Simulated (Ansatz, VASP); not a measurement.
# Rb2Zn in VASP and in Ansatz

```xyz
3
Lattice="6.6643 0.0000 0.0000 -3.3321 5.7714 0.0000 0.0000 0.0000 4.2582" Properties=species:S:1:pos:R:3 pbc="T T T"
Rb    0.0000    3.8476    2.1291
Rb    3.3321    1.9238    2.1291
Zn    0.0000    0.0000    0.0000
```

Alike in both runs: functional PBE; k mesh 12 × 12 × 12; occupations gaussian, width 0.1 eV; no spin polarisation.

Ansatz relaxed the structure, and its values are those at the end. VASP's run is a single point on that final structure, the one shown.

```csv
,VASP,Ansatz
version,VASP 6.6.1,Ansatz 0.2.0
potentials or method,"VASP PAW PBE potentials, release 64 (Rb_sv, Zn), cutoff 520 eV","scalar-relativistic, plane waves, PAW"
valence electrons in the cell,30,30
```

```tsv
	VASP	Ansatz	Ansatz less VASP
gap on the k mesh at the Fermi level (eV)	none	none	-
pressure (GPa)	0.0	0.0	0.00
```

A gap of «none» marks a metal or a gap that the smearing closes.
